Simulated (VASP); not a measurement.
Crystal: Pt2Se3.

```
Pt Se
1.0
     4.64016    0.00000    0.00000
    -2.32008    4.01850    0.00000
     0.00000    0.00000    5.60257
Pt Se
2 3
Direct
  0.33333 0.66667 0.13800
  0.66667 0.33333 0.86200
  0.00000 0.00000 0.00000
  0.33333 0.66667 0.62500
  0.66667 0.33333 0.37500
```

```yaml
Program: VASP 6.6.1
Task: relaxation of cell and atoms
Functional: PBE
Potentials_or_basis: VASP PAW PBE potentials, release 64 (Pt, Se)
Cutoff: 600 eV
k_mesh: 6 × 6 × 4
Occupations: gaussian, width 0.1 eV
Spin: no spin polarisation
```

At the start: pressure -6.4 GPa; volume 20.89 Å³/atom.

Q: How do energy, volume and symmetry change on relaxing?

A: Over 47 steps the energy falls by 491.9 meV/atom and the volume is 21.68 Å³/atom (+3.8 %); space group P-3m1 (No. 164, to 0.1 Å) before and after.

The path:
```tsv
step	energy change (eV)	largest force (eV/Å)	pressure (GPa)	volume (Å³)
1	0.0000	0.7958	-6.43	104.47
3	-0.2167	0.9019	1.75	96.30
5	-1.0432	1.3232	4.28	93.65
7	-1.2320	0.7517	6.88	92.47
9	-1.3705	0.7278	0.42	97.48
11	-1.4403	0.4154	-0.56	97.98
13	-1.5045	0.3631	-0.04	97.43
15	-1.5399	0.2311	1.58	96.56
17	-1.5906	0.3714	2.13	97.37
19	-1.6183	0.3991	-1.20	100.53
21	-1.7489	1.0119	0.08	102.92
23	-1.7508	1.1651	0.47	103.18
25	-1.8237	1.4420	0.96	104.87
27	-1.7965	2.6641	6.92	110.08
29	-1.9422	2.1265	3.40	108.76
31	-2.1303	1.7613	0.55	114.86
33	-2.1819	1.5230	-0.34	115.76
35	-2.3993	0.5146	-2.02	112.90
37	-2.4367	0.2402	-0.67	110.00
39	-2.4478	0.2038	0.24	108.68
41	-2.4542	0.1166	-0.14	108.51
43	-2.4577	0.0653	0.62	107.77
45	-2.4590	0.0433	0.14	108.19
47	-2.4594	0.0333	-0.12	108.42
```

Final structure:
```
Pt Se
1.0
     3.76957    0.00000    0.00000
    -1.88478    3.26454    0.00000
     0.00000    0.00000    8.81070
Pt Se
2 3
Cartesian
  0.0000 2.1764 1.6602
  1.8848 1.0882 7.1505
  0.0000 0.0000 0.0000
  0.0000 2.1764 5.9608
  1.8848 1.0882 2.8499
```

Caveat: a cell axis changed by over 15 % at a fixed basis, so the end point is rough; this functional lacks dispersion, which binds the layers, so the pressure and a relaxed spacing across them are unreliable.
